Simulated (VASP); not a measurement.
The system is Sn.

```
Sn
1.0
     0.00000    3.23334    3.23334
     3.23334    0.00000    3.23334
     3.23334    3.23334    0.00000
Sn
2
Direct
  0.00000 0.00000 0.00000
  0.25000 0.25000 0.25000
```

This isn't the form of Sn at room conditions, which is tetragonal (white tin).

```yaml
Program: VASP 6.6.1
Task: relaxation of volume and atoms at fixed shape
Functional: PBEsol
Potentials_or_basis: VASP PAW PBE potentials, release 64 (Sn_d)
Cutoff: 600 eV
k_mesh: 12 × 12 × 12
Occupations: fermi-dirac, width 0.1 eV
Spin: no spin polarisation
```

At the start: pressure 1.5 GPa; volume 33.80 Å³/atom.

How do energy, volume and symmetry change on relaxing?

Over 3 steps the energy falls by 5.3 meV/atom and the volume is 34.96 Å³/atom (+3.4 %); space group Fd-3m (No. 227, to 0.1 Å) before and after.

The path:
| step | energy change (eV) | largest force (eV/Å) | pressure (GPa) | volume (Å³) |
| --- | --- | --- | --- | --- |
| 1 | 0.0000 | 0.0000 | 1.52 | 67.61 |
| 2 | -0.0091 | 0.0000 | -0.48 | 70.79 |
| 3 | -0.0106 | 0.0000 | -0.01 | 69.91 |

Final structure:
```cif
data_structure
_symmetry_space_group_name_H-M 'P 1'
_symmetry_Int_Tables_number 1
_cell_length_a 4.6240
_cell_length_b 4.6240
_cell_length_c 4.6240
_cell_angle_alpha 60.000
_cell_angle_beta 60.000
_cell_angle_gamma 60.000
_cell_volume 69.91
loop_
_atom_site_label
_atom_site_type_symbol
_atom_site_fract_x
_atom_site_fract_y
_atom_site_fract_z
_atom_site_occupancy
Sn1 Sn 0.00000 0.00000 0.00000 1
Sn2 Sn 0.25000 0.25000 0.25000 1
```

Caveat: the PAW data sets were made with another functional, which shifts forces and pressure a little.
